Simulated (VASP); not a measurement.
# TaRu (P4/mmm) in VASP: further runs

The runs below take TaRu through single point, with LDA.

Program: VASP 6.6.1. These are calculated values, not measurements. Logs are shortened: lines on timing, memory, paths and dates and some standing lists are left out, and cuts for length are marked.

## (1) The cell of the first run

Symmetry: P4/mmm, No. 123, tetragonal system. Conventional cell: a = 3.053 Å, b = 3.053 Å, c = 3.389 Å, α = 90.00°, β = 90.00°, γ = 90.00°. Ta (site symmetry 4/mmm) has 8 Ru at 2.74 Å and 6 Ta at 3.05 to 3.39 Å within 3.6 Å. Within 3.6 Å of Ru (site symmetry 4/mmm) lie 8 Ta at 2.74 Å and 6 Ru at 3.05 to 3.39 Å.

## (2) Single point, LDA

The input, INCAR:

```
PREC = Accurate
ENCUT = 500
EDIFF = 1E-6
ISMEAR = -1
SIGMA = 0.1
LREAL = F
LASPH = T
NELM = 120
ALGO = Normal
ISIF = 2
LWAVE = F
LCHARG = T
GGA = CA
LELF = T
LVHAR = T
NBANDS = 20
GGA_COMPAT = F
```

The input, KPOINTS:

```
Automatic mesh
0
Gamma
  7 7 6
```

The input, POSCAR:

```
TaRu
1.0
    3.0530000000      0.0000000000      0.0000000000
    0.0000000000      3.0530000000      0.0000000000
    0.0000000000      0.0000000000      3.3890000000
Ta Ru
1 1
Direct
    0.5000000000      0.5000000000      0.5000000000
    0.0000000000      0.0000000000      0.0000000000
```

Potentials or basis: VASP PAW LDA potentials, release 64 (Ta_pv, Ru_pv).

On the command line:

```
$ cat potpaw_LDA.64/Ta_pv/POTCAR potpaw_LDA.64/Ru_pv/POTCAR > POTCAR
$ mpirun -np 1 vasp_std > vasp.out
```

OUTCAR:

```text
PREC = Accurate
   ENCUT = 500
   EDIFF = 1E-6
   ISMEAR = -1
   LREAL = F
   LASPH = T
   NELM = 120
   ISIF = 2
   GGA = CA

 ion  position               nearest neighbor table
   1  0.500  0.500  0.500-   2 2.74   2 2.74   2 2.74   2 2.74   2 2.74   2 2.74   2 2.74   2 2.74

   2  0.000  0.000  0.000-   1 2.74   1 2.74   1 2.74   1 2.74   1 2.74   1 2.74   1 2.74   1 2.74

  LATTYP: Found a simple tetragonal cell.
 ALAT       =     3.0530000000
 C/A-ratio  =     1.1100556829

  Lattice vectors:

 A1 = (   3.0530000000,   0.0000000000,   0.0000000000)
 A2 = (   0.0000000000,   3.0530000000,   0.0000000000)
 A3 = (   0.0000000000,   0.0000000000,   3.3890000000)

Analysis of symmetry for initial positions (statically):
=====================================================================
 Subroutine PRICEL returns:
 Original cell was already a primitive cell.

 Routine SETGRP: Setting up the symmetry group for a
 simple tetragonal supercell.

 Subroutine GETGRP returns: Found 16 space group operations
 (whereof 16 operations were pure point group operations)
 out of a pool of 16 trial point group operations.

The static configuration has the point symmetry D_4h.

Analysis of symmetry for dynamics (positions and initial velocities):
=====================================================================
 Subroutine PRICEL returns:
 Original cell was already a primitive cell.

 Routine SETGRP: Setting up the symmetry group for a
 simple tetragonal supercell.

 Subroutine GETGRP returns: Found 16 space group operations
 (whereof 16 operations were pure point group operations)
 out of a pool of 16 trial point group operations.

The dynamic configuration has the point symmetry D_4h.

 Subroutine INISYM returns: Found 16 space group operations
 (whereof 16 operations are pure point group operations),
 and found     1 'primitive' translations

----------------------------------------------------------------------------------------

                                     Primitive cell

  volume of cell :      31.5882

  direct lattice vectors                    reciprocal lattice vectors
     3.053000000  0.000000000  0.000000000     0.327546675  0.000000000  0.000000000
     0.000000000  3.053000000  0.000000000     0.000000000  0.327546675  0.000000000
     0.000000000  0.000000000  3.389000000     0.000000000  0.000000000  0.295072293

  length of vectors
     3.053000000  3.053000000  3.389000000     0.327546675  0.327546675  0.295072293

  position of ions in fractional coordinates (direct lattice)
     0.500000000  0.500000000  0.500000000
     0.000000000  0.000000000  0.000000000

  ion indices of the primitive-cell ions
   primitive index   ion index
                 1           1
                 2           2

----------------------------------------------------------------------------------------

 KPOINTS: Automatic mesh

Automatic generation of k-mesh.
 Grid dimensions read from file:
 generate k-points for:    7    7    6

 Generating k-lattice:

  Cartesian coordinates                     Fractional coordinates (reciprocal lattice)
     0.046792382  0.000000000  0.000000000     0.142857143  0.000000000  0.000000000
     0.000000000  0.046792382  0.000000000     0.000000000  0.142857143  0.000000000
     0.000000000  0.000000000  0.049178715     0.000000000  0.000000000  0.166666667

  Length of vectors
     0.046792382  0.046792382  0.049178715

  Shift w.r.t. Gamma in fractional coordinates (k-lattice)
     0.000000000  0.000000000  0.000000000

 Subroutine IBZKPT returns following result:
 ===========================================

 Found     40 irreducible k-points:

 Following reciprocal coordinates:
            Coordinates               Weight
  0.000000  0.000000  0.000000      1.000000
  0.142857  0.000000  0.000000      4.000000
  0.285714  0.000000  0.000000      4.000000
  0.428571  0.000000  0.000000      4.000000
  0.142857  0.142857  0.000000      4.000000
  0.285714  0.142857  0.000000      8.000000
[... 16 lines left out ...]
  0.285714  0.000000  0.333333      8.000000
  0.428571  0.000000  0.333333      8.000000
 [... further k-points ...]
   k-points           NKPTS =     40   k-points in BZ     NKDIM =     40   number of bands    NBANDS=     20
   number of dos      NEDOS =    301   number of ions     NIONS =      2
   total plane-waves  NPLWV =  16128
   dimension x,y,z NGX =    24 NGY =   24 NGZ =   28
   dimension x,y,z NGXF=    48 NGYF=   48 NGZF=   56
   ions per type =               1   1
   NGX,Y,Z   is equivalent  to a cutoff of  13.07, 13.07, 13.74 a.u.
   NGXF,Y,Z  is equivalent  to a cutoff of  26.14, 26.14, 27.47 a.u.
 SYSTEM =  unknown system
   PREC   = accura    normal or accurate (medium, high low for compatibility)
   ISTART =      0    job   : 0-new  1-cont  2-samecut
   ICHARG =      2    charge: 1-file 2-atom 10-const
   ISPIN  =      1    spin polarized calculation?
   LNONCOLLINEAR =      F non collinear calculations
   LSORBIT =      F    spin-orbit coupling
   LASPH  =      T    aspherical Exc in radial PAW
   ENCUT  =  500.0 eV  36.75 Ry    6.06 a.u.   5.57  5.57  6.18*2*pi/ulx,y,z
   NELM   =    120;   NELMIN=  2; NELMDL= -5     # of ELM steps
   EDIFF  = 0.1E-05   stopping-criterion for ELM
   LREAL  =      F    real-space projection
   EDIFFG = 0.1E-04   stopping-criterion for IOM
   NSW    =      0    number of steps for IOM
   IBRION =     -1    ionic relax: 0-MD 1-quasi-New 2-CG
   NFREE  =      0    steps in history (QN), initial steepest desc. (CG)
   ISIF   =      2    stress and relaxation
   ISYM   =      2    0-nonsym 1-usesym 2-fastsym
   POTIM  = 0.5000    time-step for ionic-motion
   TEBEG  =    0.0;   TEEND  =   0.0 temperature during run
   PSTRESS=    0.0 pullay stress
   NELECT =      25.0000    total number of electrons
   NUPDOWN=      -1.0000    fix difference up-down
   EMIN   =  10.00;   EMAX   =-10.00  energy-range for DOS
   EFERMI =   0.00;   METHOD = LEGACY
   ISMEAR =    -1;   SIGMA  =   0.10  broadening in eV -4-tet -1-fermi 0-gaus
   EFERMI_NEDOS =   21; number of points for ismear=-14 and -15
   IALGO  =     38    algorithm
   IMIX   =      4    mixing-type and parameters
     AMIX     =   0.40;   BMIX     =  1.00
     AMIX_MAG =   1.60;   BMIX_MAG =  1.00
  volume/ion in A,a.u.               =      15.79       106.58
  Fermi-wavevector in a.u.,A,eV,Ry     =   1.514304  2.861620 31.199751  2.293117
  Thomas-Fermi vector in A             =   2.623980
   LORBIT       =      0    0 simple, 1 ext, 2 COOP (PROOUT), +10 PAW based schemes
   GGA     = CA    functional components
   LHFCALC =     F    Hartree Fock is set to
   AEXX    =    0.0000 exact exchange contribution
   IVDW    =     0    specifies the selected vdW correction
   LEPSILON=     F    determine dielectric tensor
   LRPA    =     F    only Hartree local field effects (RPA)
 non-spin polarized calculation
  energy-cutoff  :      500.00
  volume of cell :       31.59
 maximum number of plane-waves:       820
 NGX is ok and might be reduce to    24
   NGX = 11   NGY = 11   NGZ = 13

 number of electron      25.0000007 magnetization

 Free energy of the ion-electron system (eV)
  ---------------------------------------------------
  ext. energy  EPLUGINS =         0.00000000
  ---------------------------------------------------
  free energy    TOTEN  =       -24.08284680 eV

  energy without entropy =      -24.02622261  energy(sigma->0) =      -24.05453471

 E-fermi :   9.2335     XC(G=0): -13.4864

 val. band max:        9.1515286034   @ k =   0.2857   0.0000   0.1667
 cond. band min:       9.2661699603   @ k =   0.0000   0.0000   0.5000
 fundamental gap:      0.1146413569
 Fermi energy:         9.2334872053

 k-point     1 :       0.0000    0.0000    0.0000
  band No.  band energies     occupation
      1     -33.5579      2.00000
      2     -33.4731      2.00000
      3     -33.4731      2.00000
      4     -25.4380      2.00000
      5     -25.3067      2.00000
      6     -25.3067      2.00000
[... 12 lines left out ...]
     19      18.6242      0.00000
     20      18.6242      0.00000

 k-point     2 :       0.1429    0.0000    0.0000
  band No.  band energies     occupation
      1     -33.5522      2.00000
      2     -33.5022      2.00000
      3     -33.4688      2.00000
      4     -25.4374      2.00000
      5     -25.3999      2.00000
      6     -25.3034      2.00000
[... 12 lines left out ...]
     19      18.0477      0.00000
     20      19.4169      0.00000

 k-point     3 :       0.2857    0.0000    0.0000
  band No.  band energies     occupation
      1     -33.5673      2.00000
      2     -33.5393      2.00000
      3     -33.4594      2.00000
      4     -25.6041      2.00000
      5     -25.4362      2.00000
      6     -25.2960      2.00000
[... 12 lines left out ...]
     19      19.4159      0.00000
     20      21.3479      0.00000

 k-point     4 :       0.4286    0.0000    0.0000
  band No.  band energies     occupation
      1     -33.6190      2.00000
      2     -33.5290      2.00000
      3     -33.4517      2.00000
      4     -25.7632      2.00000
      5     -25.4353      2.00000
      6     -25.2901      2.00000
[... 12 lines left out ...]
     19      19.4158      0.00000
     20      21.4550      0.00000

 k-point     5 :       0.1429    0.1429    0.0000
  band No.  band energies     occupation
      1     -33.5470      2.00000
      2     -33.5026      2.00000
      3     -33.4953      2.00000
      4     -25.4352      2.00000
      5     -25.4063      2.00000
      6     -25.3805      2.00000
[... 12 lines left out ...]
     19      19.0128      0.00000
     20      19.0418      0.00000
[... 353 lines left out ...]
      6     -25.3158      2.00000
[... 12 lines left out ...]
     19      19.4158      0.00000
     20      21.4556      0.00000

 k-point    22 :       0.1429    0.0000    0.3333
  band No.  band energies     occupation
      1     -33.5850      2.00000
      2     -33.4975      2.00000
      3     -33.4608      2.00000
      4     -25.5773      2.00000
      5     -25.3948      2.00000
      6     -25.3086      2.00000
[... 12 lines left out ...]
     19      19.4155      0.00000
     20      21.4397      0.00000

 k-point    23 :       0.2857    0.0000    0.3333
  band No.  band energies     occupation
      1     -33.5880      2.00000
      2     -33.5697      2.00000
      3     -33.4535      2.00000
      4     -25.5816      2.00000
      5     -25.5320      2.00000
      6     -25.2924      2.00000
[... 12 lines left out ...]
     19      19.3214      0.00000
     20      19.4284      0.00000

 k-point    24 :       0.4286    0.0000    0.3333
  band No.  band energies     occupation
      1     -33.6331      2.00000
      2     -33.5844      2.00000
      3     -33.4476      2.00000
      4     -25.7102      2.00000
      5     -25.5131      2.00000
      6     -25.2794      2.00000
[... 12 lines left out ...]
     19      19.0497      0.00000
     20      19.4159      0.00000

 [... further k-points ...]
[... 5 lines left out ...]
  --------------------------------------------------------------------------------------
  -------------------------------------------------------------------------------------
  Total       -1.8722057     -1.8722057     -2.1225708      0.0000000      0.0000000     -0.0000000
  in kB      -94.9596185    -94.9596185   -107.6583183      0.0000000      0.0000000     -0.0000000
  external PRESSURE =     -99.1925184 kB  Pullay stress =       0.0000000 kB

 VOLUME and BASIS-vectors are now :
 -----------------------------------------------------------------------------
  energy-cutoff  :      500.00
  volume of cell :       31.59
      direct lattice vectors                 reciprocal lattice vectors
     3.053000000  0.000000000  0.000000000     0.327546675  0.000000000  0.000000000
     0.000000000  3.053000000  0.000000000     0.000000000  0.327546675  0.000000000
     0.000000000  0.000000000  3.389000000     0.000000000  0.000000000  0.295072293

 POSITION                                       TOTAL-FORCE (eV/Angst)
 -----------------------------------------------------------------------------------
      1.52650      1.52650      1.69450         0.000000      0.000000      0.000000
      0.00000      0.00000      0.00000         0.000000      0.000000      0.000000
 -----------------------------------------------------------------------------------
    total drift:                                0.000000      0.000000     -0.000000

  FREE ENERGIE OF THE ION-ELECTRON SYSTEM (eV)
  ---------------------------------------------------
  free  energy   TOTEN  =       -24.0828468038 eV

  energy  without entropy=      -24.0262226147  energy(sigma->0) =      -24.05453471
```

Wall time 22 s (1 thread of Intel Xeon Platinum 8375C at 2.90GHz (Ice Lake), shared host); peak memory 0.15 GiB.

What came out:

```yaml
Free_energy: -24.0828 eV
Pressure: -9.9 GPa
Band_gap_on_the_k_mesh: zero (an odd number of electrons rules out a gap without spin polarisation)
```

Stress tensor (GPa, compression positive):
```
 -9.50   0.00   0.00
  0.00  -9.50   0.00
  0.00   0.00 -10.77
```

Levels at points of the mesh, in eV from the Fermi level:
| k point | band 9 | band 10 | band 11 | band 12 | band 13 | band 14 | band 15 | band 16 |
| --- | --- | --- | --- | --- | --- | --- | --- | --- |
| (0.00, 0.00, 0.00) | -5.63 | -2.37 | -2.37 | -1.50 | 0.42 | 1.75 | 4.28 | 4.41 |
| (0.00, 0.00, 0.50) | -3.89 | -2.54 | -1.81 | -1.81 | -0.81 | 0.03 | 0.77 | 0.77 |

Caveat: the cell stands under tension; spin-orbit coupling is left out, which moves the levels of the heavy elements.

(Part 1 of 2 ends here.)
